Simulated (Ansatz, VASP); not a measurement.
Al3Cu2: VASP beside Ansatz

```
Al Cu
1.0
     4.09195    0.00000    0.00000
    -2.04598    3.54373    0.00000
     0.00000    0.00000    4.99278
Al Cu
3 2
Direct
  0.00000 0.00000 0.00000
  0.33333 0.66667 0.34993
  0.33333 0.66667 0.83951
  0.66667 0.33333 0.65007
  0.66667 0.33333 0.16049
```

Change from the starting cell: input fault: two atoms' positions swapped.

Alike in both runs: task single point; functional r2SCAN; k mesh 12 × 12 × 8; occupations gaussian, width 0.1 eV; no spin polarisation.

|  | VASP | Ansatz |
| --- | --- | --- |
| version | VASP 6.6.1 | Ansatz 0.2.0 |
| potentials or method | VASP PAW PBE potentials, release 64 (Al, Cu), cutoff 520 eV | scalar-relativistic, plane waves, PAW |
| valence electrons in the cell | 31 | 47 |

```csv
,VASP,Ansatz,Ansatz less VASP
gap on the k mesh at the Fermi level (eV),none,none,-
pressure (GPa),5.7,5.7,+0.06
"traceless stress, the component that is largest in VASP (GPa)",3.64,3.59,-0.051
rms of the force components (eV/Å),0.234,0.237,+0.0027
```

VASP's potentials were made for PBE, not for r2SCAN. Atom by atom the forces differ by 0.006 eV/Å (rms over components). A gap of «none» marks a metal or a gap that the smearing closes. With one functional, cell and mesh, what is left measures potentials, basis and numerics. VASP's potentials hold 31 valence electrons a cell and Ansatz's 47, so a difference there can come from the potentials and not from the codes.
